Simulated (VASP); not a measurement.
# MnIr (P4/mmm) in VASP: single point with LDA

Aim: the single point of MnIr with LDA.

All numbers are computed with VASP 6.6.1; they aren't measurements. Logs are shortened: lines on timing, memory, paths and dates and some standing lists are left out, and cuts for length are marked.

## 1. The cell of the first run

It takes space group P4/mmm (No. 123, tetragonal). The conventional cell has a = 2.601 Å, b = 2.601 Å, c = 3.582 Å, α = 90.00°, β = 90.00°, γ = 90.00°. Within 3.4 Å of Mn (site symmetry 4/mmm) lie 8 Ir at 2.57 Å and 4 Mn at 2.60 Å. Ir (site symmetry 4/mmm) has 8 Mn at 2.57 Å and 4 Ir at 2.60 Å within 3.4 Å.

## 2. Single point, LDA, collinear spin, ferromagnetic start

Contents of INCAR:

```
SYSTEM = MnIr
ALGO     = Normal         ! electronic algorithm
EDIFF    = 1E-6           ! SCF threshold, eV
ENCUT    = 520            ! plane-wave cutoff, eV
ISIF     = 2              ! what is computed and relaxed
ISMEAR   = 0              ! smearing method
ISPIN    = 2              ! spin polarisation
LASPH    = .True.         ! aspherical terms in the spheres
LCHARG   = .True.         ! write CHGCAR
LELF     = .True.         ! ELF
LMAXMIX  = 4              ! l up to which the mixer works
LORBIT   = 11             ! projections on sites
LREAL    = .False.        ! projectors in reciprocal space
LVHAR    = .True.       
LWAVE    = .False.        ! write WAVECAR
MAGMOM   = 3.14 0         ! initial moments
NBANDS   = 22             ! bands
NELM     = 150            ! most SCF steps
PREC     = Accurate       ! precision mode
SIGMA    = 0.1            ! smearing width, eV
```

Contents of KPOINTS:

```
k-points
0
Gamma
  16 16 12
  0 0 0
```

Contents of POSCAR:

```
MnIr
1.0
    2.6012720641      0.0000000000      0.0000000000
    0.0000000000      2.6012720641      0.0000000000
    0.0000000000      0.0000000000      3.5824080808
Mn Ir
1 1
Direct
    0.5000000000      0.5000000000      0.5000000000
    0.0000000000      0.0000000000      0.0000000000
```

Potentials or basis: VASP PAW LDA potentials, release 64 (Mn_pv, Ir).

The run is started by

```bash
$ cat potpaw_LDA.64/Mn_pv/POTCAR potpaw_LDA.64/Ir/POTCAR > POTCAR
$ mpirun -np 1 vasp_std > vasp.out
```

OUTCAR:

```text
SYSTEM = MnIr
   EDIFF = 1E-6
   ENCUT = 520
   ISIF = 2
   ISMEAR = 0
   ISPIN = 2
   LASPH = .True.
   LORBIT = 11
   LREAL = .False.
   NELM = 150
   PREC = Accurate

 ion  position               nearest neighbor table
   1  0.500  0.500  0.500-   2 2.57   2 2.57   2 2.57   2 2.57   2 2.57   2 2.57   2 2.57   2 2.57

   2  0.000  0.000  0.000-   1 2.57   1 2.57   1 2.57   1 2.57   1 2.57   1 2.57   1 2.57   1 2.57

  LATTYP: Found a simple tetragonal cell.
 ALAT       =     2.6012720641
 C/A-ratio  =     1.3771754713

  Lattice vectors:

 A1 = (   2.6012720641,   0.0000000000,   0.0000000000)
 A2 = (   0.0000000000,   2.6012720641,   0.0000000000)
 A3 = (   0.0000000000,   0.0000000000,   3.5824080808)

Analysis of symmetry for initial positions (statically):
=====================================================================
 Subroutine PRICEL returns:
 Original cell was already a primitive cell.

 Routine SETGRP: Setting up the symmetry group for a
 simple tetragonal supercell.

 Subroutine GETGRP returns: Found 16 space group operations
 (whereof 16 operations were pure point group operations)
 out of a pool of 16 trial point group operations.

The static configuration has the point symmetry D_4h.

Analysis of symmetry for dynamics (positions and initial velocities):
=====================================================================
 Subroutine PRICEL returns:
 Original cell was already a primitive cell.

 Routine SETGRP: Setting up the symmetry group for a
 simple tetragonal supercell.

 Subroutine GETGRP returns: Found 16 space group operations
 (whereof 16 operations were pure point group operations)
 out of a pool of 16 trial point group operations.

The dynamic configuration has the point symmetry D_4h.

Analysis of structural, dynamic, and magnetic symmetry:
=====================================================================
 Subroutine PRICEL returns:
 Original cell was already a primitive cell.

 Routine SETGRP: Setting up the symmetry group for a
 simple tetragonal supercell.

 Subroutine GETGRP returns: Found 16 space group operations
 (whereof 16 operations were pure point group operations)
 out of a pool of 16 trial point group operations.

The overall configuration has the point symmetry D_4h.

 Subroutine INISYM returns: Found 16 space group operations
 (whereof 16 operations are pure point group operations),
 and found     1 'primitive' translations

----------------------------------------------------------------------------------------

                                     Primitive cell

  volume of cell :      24.2408

  direct lattice vectors                    reciprocal lattice vectors
     2.601272064  0.000000000  0.000000000     0.384427301  0.000000000  0.000000000
     0.000000000  2.601272064  0.000000000     0.000000000  0.384427301  0.000000000
     0.000000000  0.000000000  3.582408081     0.000000000  0.000000000  0.279141845

  length of vectors
     2.601272064  2.601272064  3.582408081     0.384427301  0.384427301  0.279141845

  position of ions in fractional coordinates (direct lattice)
     0.500000000  0.500000000  0.500000000
     0.000000000  0.000000000  0.000000000

  ion indices of the primitive-cell ions
   primitive index   ion index
                 1           1
                 2           2

----------------------------------------------------------------------------------------

 KPOINTS: k-points

Automatic generation of k-mesh.
 Grid dimensions read from file:
 generate k-points for:   16   16   12

 Generating k-lattice:

  Cartesian coordinates                     Fractional coordinates (reciprocal lattice)
     0.024026706  0.000000000  0.000000000     0.062500000  0.000000000  0.000000000
     0.000000000  0.024026706  0.000000000     0.000000000  0.062500000  0.000000000
     0.000000000  0.000000000  0.023261820     0.000000000  0.000000000  0.083333333

  Length of vectors
     0.024026706  0.024026706  0.023261820

  Shift w.r.t. Gamma in fractional coordinates (k-lattice)
     0.000000000  0.000000000  0.000000000

 Subroutine IBZKPT returns following result:
 ===========================================

 Found    315 irreducible k-points:

 Following reciprocal coordinates:
            Coordinates               Weight
  0.000000  0.000000  0.000000      1.000000
  0.062500  0.000000  0.000000      4.000000
  0.125000  0.000000  0.000000      4.000000
  0.187500  0.000000  0.000000      4.000000
  0.250000  0.000000  0.000000      4.000000
  0.312500  0.000000  0.000000      4.000000
[... 16 lines left out ...]
  0.437500  0.125000  0.000000      8.000000
  0.500000  0.125000  0.000000      4.000000
 [... further k-points ...]
   k-points           NKPTS =    315   k-points in BZ     NKDIM =    315   number of bands    NBANDS=     22
   number of dos      NEDOS =    301   number of ions     NIONS =      2
   total plane-waves  NPLWV =  11200
   dimension x,y,z NGX =    20 NGY =   20 NGZ =   28
   dimension x,y,z NGXF=    40 NGYF=   40 NGZF=   56
   ions per type =               1   1
   NGX,Y,Z   is equivalent  to a cutoff of  12.78, 12.78, 12.99 a.u.
   NGXF,Y,Z  is equivalent  to a cutoff of  25.56, 25.56, 25.99 a.u.
 SYSTEM =  MnIr
   PREC   = accura    normal or accurate (medium, high low for compatibility)
   ISTART =      0    job   : 0-new  1-cont  2-samecut
   ICHARG =      2    charge: 1-file 2-atom 10-const
   ISPIN  =      2    spin polarized calculation?
   LNONCOLLINEAR =      F non collinear calculations
   LSORBIT =      F    spin-orbit coupling
   LASPH  =      T    aspherical Exc in radial PAW
   ENCUT  =  520.0 eV  38.22 Ry    6.18 a.u.   4.84  4.84  6.66*2*pi/ulx,y,z
   NELM   =    150;   NELMIN=  2; NELMDL= -5     # of ELM steps
   EDIFF  = 0.1E-05   stopping-criterion for ELM
   LREAL  =      F    real-space projection
   EDIFFG = 0.1E-04   stopping-criterion for IOM
   NSW    =      0    number of steps for IOM
   IBRION =     -1    ionic relax: 0-MD 1-quasi-New 2-CG
   NFREE  =      0    steps in history (QN), initial steepest desc. (CG)
   ISIF   =      2    stress and relaxation
   ISYM   =      2    0-nonsym 1-usesym 2-fastsym
   POTIM  = 0.5000    time-step for ionic-motion
   TEBEG  =    0.0;   TEEND  =   0.0 temperature during run
   PSTRESS=    0.0 pullay stress
   NELECT =      22.0000    total number of electrons
   NUPDOWN=      -1.0000    fix difference up-down
   EMIN   =  10.00;   EMAX   =-10.00  energy-range for DOS
   EFERMI =   0.00;   METHOD = LEGACY
   ISMEAR =     0;   SIGMA  =   0.10  broadening in eV -4-tet -1-fermi 0-gaus
   EFERMI_NEDOS =   21; number of points for ismear=-14 and -15
   IALGO  =     38    algorithm
   IMIX   =      4    mixing-type and parameters
     AMIX     =   0.40;   BMIX     =  1.00
     AMIX_MAG =   1.60;   BMIX_MAG =  1.00
  volume/ion in A,a.u.               =      12.12        81.79
  Fermi-wavevector in a.u.,A,eV,Ry     =   1.585016  2.995245 34.181566  2.512274
  Thomas-Fermi vector in A             =   2.684545
   LORBIT       =     11    0 simple, 1 ext, 2 COOP (PROOUT), +10 PAW based schemes
   GGA     = CA    functional components
   LHFCALC =     F    Hartree Fock is set to
   AEXX    =    0.0000 exact exchange contribution
   IVDW    =     0    specifies the selected vdW correction
   LEPSILON=     F    determine dielectric tensor
   LRPA    =     F    only Hartree local field effects (RPA)
 spin polarized calculation
 Gauss-broadening in eV      SIGMA  =   0.10
  energy-cutoff  :      520.00
  volume of cell :       24.24
 maximum number of plane-waves:       676
 NGX is ok and might be reduce to    20
   NGX =  9   NGY =  9   NGZ = 13

 number of electron      21.9999978 magnetization       0.6593622

 Free energy of the ion-electron system (eV)
  ---------------------------------------------------
  ext. energy  EPLUGINS =         0.00000000
  ---------------------------------------------------
  free energy    TOTEN  =       -20.71304529 eV

  energy without entropy =      -20.69998074  energy(sigma->0) =      -20.70651302

 E-fermi :  10.6935     XC(G=0): -14.3888

 val. band max:       10.6928588618   @ k =   0.4375   0.4375   0.3333
 cond. band min:      10.6940684986   @ k =   0.3125   0.1250   0.4167
 fundamental gap:      0.0012096367
 Fermi energy:        10.6935086870

 spin component 1

 k-point     1 :       0.0000    0.0000    0.0000
  band No.  band energies     occupation
      1     -37.4423      1.00000
      2     -37.2081      1.00000
      3     -37.2081      1.00000
      4       0.4747      1.00000
      5       3.7826      1.00000
      6       3.8858      1.00000
[... 14 lines left out ...]
     21      33.5492      0.00000
     22      33.5596      0.00000
[... 552 lines left out ...]
  band No.  band energies     occupation
      1     -37.4688      1.00000
      2     -37.4208      1.00000
      3     -37.2242      1.00000
      4       4.7637      1.00000
      5       5.5195      1.00000
      6       5.8952      1.00000
[... 14 lines left out ...]
     21      29.3659      0.00000
     22      35.6241      0.00000

 [... further k-points ...]

 spin component 2

 k-point     1 :       0.0000    0.0000    0.0000
  band No.  band energies     occupation
      1     -36.7327      1.00000
      2     -36.5412      1.00000
      3     -36.5412      1.00000
      4       0.5359      1.00000
      5       3.9064      1.00000
      6       3.9145      1.00000
[... 14 lines left out ...]
     21      33.6252      0.00000
     22      33.6876      0.00000
[... 552 lines left out ...]
  band No.  band energies     occupation
      1     -36.8092      1.00000
      2     -36.7104      1.00000
      3     -36.5578      1.00000
      4       4.8048      1.00000
      5       5.5460      1.00000
      6       6.0084      1.00000
[... 14 lines left out ...]
     21      29.5051      0.00000
     22      35.7882      0.00000

 [... further k-points ...]
[... 5 lines left out ...]
  --------------------------------------------------------------------------------------
  -------------------------------------------------------------------------------------
  Total        0.1666380      0.1666380      0.0789750      0.0000000      0.0000000      0.0000000
  in kB       11.0138208     11.0138208      5.2197984      0.0000000      0.0000000      0.0000000
  external PRESSURE =       9.0824800 kB  Pullay stress =       0.0000000 kB

 VOLUME and BASIS-vectors are now :
 -----------------------------------------------------------------------------
  energy-cutoff  :      520.00
  volume of cell :       24.24
      direct lattice vectors                 reciprocal lattice vectors
     2.601272064  0.000000000  0.000000000     0.384427301  0.000000000  0.000000000
     0.000000000  2.601272064  0.000000000     0.000000000  0.384427301  0.000000000
     0.000000000  0.000000000  3.582408081     0.000000000  0.000000000  0.279141845

 POSITION                                       TOTAL-FORCE (eV/Angst)
 -----------------------------------------------------------------------------------
      1.30064      1.30064      1.79120         0.000000      0.000000      0.000000
      0.00000      0.00000      0.00000         0.000000      0.000000      0.000000
 -----------------------------------------------------------------------------------
    total drift:                               -0.000000      0.000000      0.000000

  FREE ENERGIE OF THE ION-ELECTRON SYSTEM (eV)
  ---------------------------------------------------
  free  energy   TOTEN  =       -20.7130452883 eV

  energy  without entropy=      -20.6999807432  energy(sigma->0) =      -20.70651302

 total charge

# of ion       s       p       d       tot
------------------------------------------
    1        0.378   6.387   5.172  11.937
    2        0.780   0.838   7.069   8.686
--------------------------------------------------
tot          1.158   7.225  12.240  20.623

 magnetization (x)

# of ion       s       p       d       tot
------------------------------------------
    1        0.003   0.006   0.681   0.690
    2       -0.006  -0.010  -0.038  -0.054
--------------------------------------------------
tot         -0.003  -0.004   0.642   0.636
```

Run time: 2.7 min. Hardware: 1 thread of Intel Xeon Platinum 8488C (Sapphire Rapids), shared host; peak memory 0.35 GiB.

What came out:

```yaml
Free_energy: -20.7130 eV
Pressure: 0.9 GPa
Net_moment: 0.66 μB per cell
Site_moments: Mn +0.69; Ir -0.05 μB
Valence_electrons_inside_the_program's_atomic_spheres: Mn 11.94; Ir 8.69
```

Levels at points of the mesh, in eV from the Fermi level:
Spin up:
```
           k point  band 9  band 10  band 11  band 12  band 13  band 14
(0.00, 0.00, 0.00)   -1.90    -0.51    -0.19     1.28     1.73     1.73
(0.50, 0.00, 0.00)   -2.41    -2.20    -0.92    -0.67    -0.35     2.42
(0.50, 0.50, 0.00)    1.15     1.46     1.73     1.73     2.44     2.44
(0.00, 0.00, 0.50)   -1.39    -1.39    -1.17    -0.63    -0.63     0.19
(0.50, 0.00, 0.50)   -1.78    -0.14    -0.11     0.94     1.19     1.47
(0.50, 0.50, 0.50)   -2.57    -0.93    -0.53     1.16     2.51     8.83
```
Spin down:
```
           k point  band 8  band 9  band 10  band 11  band 12  band 13  band 14  band 15
(0.00, 0.00, 0.00)   -2.53   -1.52    -0.18     0.36     1.68     2.07     2.07     3.11
(0.50, 0.00, 0.00)   -2.22   -2.06    -1.88    -0.70    -0.23     0.19     2.93     4.18
(0.50, 0.50, 0.00)    1.57    1.67     1.82     2.13     2.13     2.49     2.53     2.53
(0.00, 0.00, 0.50)   -2.33   -1.41    -1.41    -0.56    -0.10    -0.10     0.46     0.94
(0.50, 0.00, 0.50)   -2.44   -1.23    -0.05    -0.03     1.51     1.61     1.70     1.88
(0.50, 0.50, 0.50)   -2.16   -2.16    -0.92     0.16     1.67     2.50     8.99     8.99
```

Caveat: spin-orbit coupling is left out, which moves the levels of the heavy elements.
